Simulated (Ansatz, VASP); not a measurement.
Two plane-wave programs on TiAl

```xyz
2
Lattice="3.2195 0.0000 0.0000 0.0000 3.2195 0.0000 0.0000 0.0000 3.2195" Properties=species:S:1:pos:R:3 pbc="T T T"
Ti    1.6098    1.6098    1.6098
Al    0.0000    0.0000    0.0000
```

Alike in both runs: task single point; functional PBEsol; k mesh 7 × 7 × 7; occupations fermi-dirac, width 0.15 eV; no spin polarisation.

```csv
,VASP,Ansatz
version,VASP 6.6.1,Ansatz 0.2.0
potentials or method,"VASP PAW PBE potentials, release 64 (Ti_sv, Al)","plane waves, PAW"
plane-wave cutoff (eV),500,420
valence electrons in the cell,15,15
```

|  | VASP | Ansatz | Ansatz less VASP |
| --- | --- | --- | --- |
| pressure (GPa) | -5.8 | -5.8 | +0.03 |

VASP's potentials were made for PBE, not for PBEsol.
